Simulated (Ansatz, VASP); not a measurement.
# HfO2: VASP beside Ansatz

```
CELL_PARAMETERS angstrom
0.00000 2.52532 2.52532
2.52532 0.00000 2.52532
2.52532 2.52532 0.00000
ATOMIC_POSITIONS crystal
Hf 0.00000 0.00000 0.00000
O 0.25000 0.25000 0.25000
O 0.50000 0.50000 0.50000
```

Alike in both runs: functional PBE; k mesh 10 × 10 × 10; occupations gaussian, width 0.02 eV; no spin polarisation.

Ansatz relaxed the structure, and its values are those at the end. VASP's run is a single point on that final structure, the one shown.

|  | VASP | Ansatz |
| --- | --- | --- |
| version | VASP 6.6.1 | Ansatz 0.2.0 |
| potentials or method | VASP PAW PBE potentials, release 64 (Hf_pv, O), cutoff 520 eV | scalar-relativistic, plane waves, PAW |
| valence electrons in the cell | 22 | 38 |

|  | VASP | Ansatz | Ansatz less VASP |
| --- | --- | --- | --- |
| gap on the k mesh at the Fermi level (eV) | 2.28 | 2.29 | +0.015 |
| least direct gap on the mesh (eV) | 2.29 | 2.30 | +0.014 |
| pressure (GPa) | -2.8 | 0.0 | +2.80 |

With one functional, cell and mesh, what is left measures potentials, basis and numerics. VASP's potentials hold 22 valence electrons a cell and Ansatz's 38, so a difference there can come from the potentials and not from the codes.

Neither program's run includes spin-orbit coupling.
